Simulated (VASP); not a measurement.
# C (Fd-3m) in VASP: notebook, part 2 of 2

VASP 6.6.1. Earlier steps stand in the parts before.

## (4) Single point, LDA

INCAR

```
SYSTEM = C
ALGO = Normal
EDIFF = 1E-6
ENCUT = 910
GGA = CA
GGA_COMPAT = .FALSE.
ISIF = 2
ISMEAR = 0
LASPH = .TRUE.
LCHARG = .TRUE.
LELF = .TRUE.
LREAL = .FALSE.
LVHAR = .TRUE.
LWAVE = .FALSE.
NBANDS = 11
NELM = 120
PREC = Accurate
SIGMA = 0.01
```

KPOINTS

```
k-points
0
G
  6 6 6
  0 0 0
```

POSCAR

```
C
1.0
    0.0000000000      1.7833700000      1.7833700000
    1.7833700000      0.0000000000      1.7833700000
    1.7833700000      1.7833700000      0.0000000000
C
2
Direct
    0.0000000000      0.0000000000      0.0000000000
    0.2500000000      0.2500000000      0.2500000000
```

Potentials or basis: VASP PAW LDA potentials, release 64 (C_h).

The run is started by

```console
$ cat potpaw_LDA.64/C_h/POTCAR > POTCAR
$ mpirun -np 1 vasp_std > vasp.out
```

OUTCAR:

```text
SYSTEM = C
   EDIFF = 1E-6
   ENCUT = 910
   GGA = CA
   ISIF = 2
   ISMEAR = 0
   LASPH = .TRUE.
   LREAL = .FALSE.
   NELM = 120
   PREC = Accurate

 ion  position               nearest neighbor table
   1  0.000  0.000  0.000-
   2  0.250  0.250  0.250-

  LATTYP: Found a face centered cubic cell.
 ALAT       =     3.5667400000

  Lattice vectors:

 A1 = (   0.0000000000,   1.7833700000,   1.7833700000)
 A2 = (   1.7833700000,   0.0000000000,   1.7833700000)
 A3 = (   1.7833700000,   1.7833700000,   0.0000000000)

Analysis of symmetry for initial positions (statically):
=====================================================================
 Subroutine PRICEL returns:
 Original cell was already a primitive cell.

 Routine SETGRP: Setting up the symmetry group for a
 face centered cubic supercell.

 Subroutine GETGRP returns: Found 48 space group operations
 (whereof 24 operations were pure point group operations)
 out of a pool of 48 trial point group operations.

The static configuration has the point symmetry T_d .
 The point group associated with its full space group is O_h .

Analysis of symmetry for dynamics (positions and initial velocities):
=====================================================================
 Subroutine PRICEL returns:
 Original cell was already a primitive cell.

 Routine SETGRP: Setting up the symmetry group for a
 face centered cubic supercell.

 Subroutine GETGRP returns: Found 48 space group operations
 (whereof 24 operations were pure point group operations)
 out of a pool of 48 trial point group operations.

The dynamic configuration has the point symmetry T_d .
 The point group associated with its full space group is O_h .

 Subroutine INISYM returns: Found 48 space group operations
 (whereof 24 operations are pure point group operations),
 and found     1 'primitive' translations

----------------------------------------------------------------------------------------

                                     Primitive cell

  volume of cell :      11.3437

  direct lattice vectors                    reciprocal lattice vectors
     0.000000000  1.783370000  1.783370000    -0.280368067  0.280368067  0.280368067
     1.783370000  0.000000000  1.783370000     0.280368067 -0.280368067  0.280368067
     1.783370000  1.783370000  0.000000000     0.280368067  0.280368067 -0.280368067

  length of vectors
     2.522066041  2.522066041  2.522066041     0.485611737  0.485611737  0.485611737

  position of ions in fractional coordinates (direct lattice)
     0.000000000  0.000000000  0.000000000
     0.250000000  0.250000000  0.250000000

  ion indices of the primitive-cell ions
   primitive index   ion index
                 1           1
                 2           2

----------------------------------------------------------------------------------------

 KPOINTS: k-points

Automatic generation of k-mesh.
 Grid dimensions read from file:
 generate k-points for:    6    6    6

 Generating k-lattice:

  Cartesian coordinates                     Fractional coordinates (reciprocal lattice)
    -0.046728011  0.046728011  0.046728011     0.166666667  0.000000000  0.000000000
     0.046728011 -0.046728011  0.046728011     0.000000000  0.166666667  0.000000000
     0.046728011  0.046728011 -0.046728011     0.000000000  0.000000000  0.166666667

  Length of vectors
     0.080935290  0.080935290  0.080935290

  Shift w.r.t. Gamma in fractional coordinates (k-lattice)
     0.000000000  0.000000000  0.000000000

 Subroutine IBZKPT returns following result:
 ===========================================

 Found     16 irreducible k-points:

 Following reciprocal coordinates:
            Coordinates               Weight
  0.000000  0.000000  0.000000      1.000000
  0.166667  0.000000  0.000000      8.000000
  0.333333  0.000000  0.000000      8.000000
  0.500000  0.000000  0.000000      4.000000
  0.166667  0.166667  0.000000      6.000000
  0.333333  0.166667  0.000000     24.000000
[... 8 lines left out ...]
 -0.333333  0.333333  0.166667     24.000000
 -0.333333  0.500000  0.166667     12.000000
   k-points           NKPTS =     16   k-points in BZ     NKDIM =     16   number of bands    NBANDS=     11
   number of dos      NEDOS =    301   number of ions     NIONS =      2
   total plane-waves  NPLWV =  21952
   dimension x,y,z NGX =    28 NGY =   28 NGZ =   28
   dimension x,y,z NGXF=    56 NGYF=   56 NGZF=   56
   ions per type =               2
   NGX,Y,Z   is equivalent  to a cutoff of  18.46, 18.46, 18.46 a.u.
   NGXF,Y,Z  is equivalent  to a cutoff of  36.91, 36.91, 36.91 a.u.
 SYSTEM =  C
   PREC   = accura    normal or accurate (medium, high low for compatibility)
   ISTART =      0    job   : 0-new  1-cont  2-samecut
   ICHARG =      2    charge: 1-file 2-atom 10-const
   ISPIN  =      1    spin polarized calculation?
   LNONCOLLINEAR =      F non collinear calculations
   LSORBIT =      F    spin-orbit coupling
   LASPH  =      T    aspherical Exc in radial PAW
   ENCUT  =  910.0 eV  66.88 Ry    8.18 a.u.   6.20  6.20  6.20*2*pi/ulx,y,z
   NELM   =    120;   NELMIN=  2; NELMDL= -5     # of ELM steps
   EDIFF  = 0.1E-05   stopping-criterion for ELM
   LREAL  =      F    real-space projection
   EDIFFG = 0.1E-04   stopping-criterion for IOM
   NSW    =      0    number of steps for IOM
   IBRION =     -1    ionic relax: 0-MD 1-quasi-New 2-CG
   NFREE  =      0    steps in history (QN), initial steepest desc. (CG)
   ISIF   =      2    stress and relaxation
   ISYM   =      2    0-nonsym 1-usesym 2-fastsym
   POTIM  = 0.5000    time-step for ionic-motion
   TEBEG  =    0.0;   TEEND  =   0.0 temperature during run
   PSTRESS=    0.0 pullay stress
   NELECT =       8.0000    total number of electrons
   NUPDOWN=      -1.0000    fix difference up-down
   EMIN   =  10.00;   EMAX   =-10.00  energy-range for DOS
   EFERMI =   0.00;   METHOD = LEGACY
   ISMEAR =     0;   SIGMA  =   0.01  broadening in eV -4-tet -1-fermi 0-gaus
   EFERMI_NEDOS =   21; number of points for ismear=-14 and -15
   IALGO  =     38    algorithm
   IMIX   =      4    mixing-type and parameters
     AMIX     =   0.40;   BMIX     =  1.00
     AMIX_MAG =   1.60;   BMIX_MAG =  1.00
  volume/ion in A,a.u.               =       5.67        38.28
  Fermi-wavevector in a.u.,A,eV,Ry     =   1.457203  2.753714 28.891161  2.123440
  Thomas-Fermi vector in A             =   2.574032
   LORBIT       =      0    0 simple, 1 ext, 2 COOP (PROOUT), +10 PAW based schemes
   GGA     = CA    functional components
   LHFCALC =     F    Hartree Fock is set to
   AEXX    =    0.0000 exact exchange contribution
   IVDW    =     0    specifies the selected vdW correction
   LEPSILON=     F    determine dielectric tensor
   LRPA    =     F    only Hartree local field effects (RPA)
 non-spin polarized calculation
 Gauss-broadening in eV      SIGMA  =   0.01
  energy-cutoff  :      910.00
  volume of cell :       11.34
 maximum number of plane-waves:       725
 NGX is ok and might be reduce to    28
   NGX = 13   NGY = 13   NGZ = 13

 number of electron       8.0000000 magnetization

 Free energy of the ion-electron system (eV)
  ---------------------------------------------------
  ext. energy  EPLUGINS =         0.00000000
  ---------------------------------------------------
  free energy    TOTEN  =       -20.24616719 eV

  energy without entropy =      -20.24616719  energy(sigma->0) =      -20.24616719

 E-fermi :  11.0344     XC(G=0): -13.6491

 val. band max:       10.8696109868   @ k =   0.0000   0.0000   0.0000
 cond. band min:      14.9929123459   @ k =   0.3333   0.3333   0.0000
 fundamental gap:      4.1233013591
 Fermi energy:        11.0343821695

 k-point     1 :       0.0000    0.0000    0.0000
  band No.  band energies     occupation
      1     -10.4515      2.00000
      2      10.8696      2.00000
      3      10.8696      2.00000
      4      10.8696      2.00000
      5      16.4121      0.00000
      6      16.4121      0.00000
      7      16.4121      0.00000
      8      24.4195      0.00000
      9      29.8727      0.00000
     10      37.4872      0.00000
     11      37.4872      0.00000
[... 197 lines left out ...]
 k-point    16 :      -0.3333    0.5000    0.1667
  band No.  band energies     occupation
      1      -1.1732      2.00000
      2      -1.1732      2.00000
      3       3.0386      2.00000
      4       3.0386      2.00000
      5      19.0061      0.00000
      6      19.0061      0.00000
      7      25.2772      0.00000
      8      25.2772      0.00000
      9      32.2683      0.00000
     10      32.2683      0.00000
     11      41.3262      0.00000

------------------------ aborting loop because EDIFF is reached ----------------------------------------

  FORCE on cell =-STRESS in cart. coord.  units (eV):
  Direction    XX          YY          ZZ          XY          YZ          ZX
  --------------------------------------------------------------------------------------
  -------------------------------------------------------------------------------------
  Total       -0.8807892     -0.8807892     -0.8807892     -0.0000000      0.0000000     -0.0000000
  in kB     -124.4022361   -124.4022361   -124.4022361     -0.0000000      0.0000000     -0.0000000
  external PRESSURE =    -124.4022361 kB  Pullay stress =       0.0000000 kB

 VOLUME and BASIS-vectors are now :
 -----------------------------------------------------------------------------
  energy-cutoff  :      910.00
  volume of cell :       11.34
      direct lattice vectors                 reciprocal lattice vectors
     0.000000000  1.783370000  1.783370000    -0.280368067  0.280368067  0.280368067
     1.783370000  0.000000000  1.783370000     0.280368067 -0.280368067  0.280368067
     1.783370000  1.783370000  0.000000000     0.280368067  0.280368067 -0.280368067

 POSITION                                       TOTAL-FORCE (eV/Angst)
 -----------------------------------------------------------------------------------
      0.00000      0.00000      0.00000        -0.000000     -0.000000     -0.000000
      0.89168      0.89168      0.89168         0.000000      0.000000      0.000000
 -----------------------------------------------------------------------------------
    total drift:                                0.000000      0.000000     -0.000000

  FREE ENERGIE OF THE ION-ELECTRON SYSTEM (eV)
  ---------------------------------------------------
  free  energy   TOTEN  =       -20.2461671859 eV

  energy  without entropy=      -20.2461671859  energy(sigma->0) =      -20.24616719
```

OSZICAR:

```text
N       E                     dE             d eps       ncg     rms          rms(c)
DAV:   1     0.102534144184E+02    0.10253E+02   -0.68832E+03   352   0.112E+03
DAV:   2    -0.198619465039E+02   -0.30115E+02   -0.28595E+02   526   0.157E+02
DAV:   3    -0.210134541832E+02   -0.11515E+01   -0.11477E+01   409   0.257E+01
DAV:   4    -0.210163826483E+02   -0.29285E-02   -0.29282E-02   394   0.154E+00
DAV:   5    -0.210163861616E+02   -0.35133E-05   -0.35133E-05   394   0.570E-02    0.492E+00
DAV:   6    -0.204484798525E+02    0.56791E+00   -0.29826E-01   364   0.381E+00    0.264E+00
DAV:   7    -0.202463324946E+02    0.20215E+00   -0.36074E-01   378   0.416E+00    0.354E-01
DAV:   8    -0.202461787104E+02    0.15378E-03   -0.83734E-03   388   0.847E-01    0.278E-02
DAV:   9    -0.202461658625E+02    0.12848E-04   -0.39838E-05   391   0.524E-02    0.140E-02
DAV:  10    -0.202461672772E+02   -0.14147E-05   -0.33339E-06   403   0.164E-02    0.292E-03
DAV:  11    -0.202461671859E+02    0.91320E-07   -0.17487E-07   194   0.396E-03
   1 F= -.20246167E+02 E0= -.20246167E+02  d E =-.966128-122
```

Wall time 3.8 s (1 thread of AMD EPYC 9R45 (Zen 5), shared host); peak memory 0.1 GiB.

Results:

```yaml
Free_energy: -20.2462 eV
Pressure: -12.4 GPa
Band_gap_on_the_k_mesh: 4.12 eV, indirect (least direct gap 5.54 eV)
```

Levels at points of the mesh, in eV from the valence-band top:
```tsv
k point	band 1	band 2	band 3	band 4	band 5	band 6	band 7	band 8	band 9
(0.00, 0.00, 0.00)	-21.32	0.00	0.00	0.00	5.54	5.54	5.54	13.55	19.00
(0.50, 0.00, 0.00)	-15.48	-13.36	-2.79	-2.79	8.38	8.38	9.01	15.40	21.51
(0.50, 0.50, 0.00)	-12.61	-12.61	-6.29	-6.29	4.71	4.71	16.62	16.62	22.91
```

Caveat: the k points lie up to 0.51 Å⁻¹ apart; the cutoff is under 1.25 times the usual one of these potentials, so pressure, stress and relaxed cells hold a basis-set (Pulay) error. A k mesh can miss the band edges.

## (5) The runs side by side

| k mesh | gap on the mesh (eV) | pressure (GPa) |
| --- | --- | --- |
| 10 × 10 × 10 | 4.14 | -12.5 |
| 7 × 7 × 7 | 4.22 | -12.5 |
| 6 × 6 × 6 | 4.12 | -12.4 |

Alike in all rows: task single point; level LDA; potentials or basis VASP PAW LDA potentials, release 64 (C_h); no spin polarisation; cell as given; cutoff (eV) 910; smearing gaussian 0.01 eV.

Caveats: some runs use coarse meshes; the cutoff is under 1.25 times the usual one of these potentials, so pressure, stress and relaxed cells hold a basis-set (Pulay) error.

Total energies depend on the potentials used, so only differences within one code and one set of settings carry meaning.
